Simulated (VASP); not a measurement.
Set up this calculation in VASP 6.6.1, as the native input.

```
Task                   : single point
Functional             : PBE
Potentials or basis    : VASP PAW PBE potentials, release 64 (Be, S)
Cutoff                 : 600 eV
k mesh                 : 8 × 8 × 8
Occupations            : gaussian, width 0.1 eV
Spin                   : collinear spin, zero start
Starting moments       : [0.0, 0.0] μB
Hubbard terms          : S p U = 3.2 eV
Dipole correction      : no
Further INCAR settings : ALGO = Normal; EDIFF = 1e-06; NBANDS = 15
```

The structure of BeS lies in POSCAR:

```
BeS
1.0
    0.0000000000      2.4351516489      2.4351516489
    2.4351516489      0.0000000000      2.4351516489
    2.4351516489      2.4351516489      0.0000000000
Be S
1 1
Direct
    0.0000000000      0.0000000000      0.0000000000
    0.7500000000      0.7500000000      0.7500000000
```

The input as run:

INCAR

```
SYSTEM = BeS
  ALGO = Normal
  EDIFF = 1E-6
  ENCUT = 600
  GGA = PE
  GGA_COMPAT = .FALSE.
  ISIF = 2
  ISMEAR = 0
  ISPIN = 2
  LASPH = .TRUE.
  LCHARG = .FALSE.
  LDAU = .TRUE.
  LDAUJ = 0 0
  LDAUL = -1 1
  LDAUPRINT = 1
  LDAUTYPE = 2
  LDAUU = 0 3.2
  LORBIT = 11
  LREAL = .FALSE.
  LWAVE = .FALSE.
  MAGMOM = 0 0
  NBANDS = 15
  NELM = 200
  PREC = Accurate
  SIGMA = 0.1
```

KPOINTS

```
k-points
0
G
  8 8 8
  0 0 0
```

Potentials or basis: VASP PAW PBE potentials, release 64 (Be, S).

Run with:

```bash
$ cat potpaw_PBE.64/Be/POTCAR potpaw_PBE.64/S/POTCAR > POTCAR
$ mpirun -np 1 vasp_std > vasp.out
```

Results of the run:

| Property | Result |
| --- | --- |
| Pressure | 1.1 GPa |
| Band gap on the k mesh | 3.04 eV (least direct gap 5.58 eV) |
| Net moment | 0.00 μB per cell |
| Valence electrons inside the program's atomic spheres | Be 1.03; S 3.81 |

It took 20 s on 1 thread of AMD EPYC 7R13 Processor (Zen 3), on a shared host, peak memory 0.14 GiB.
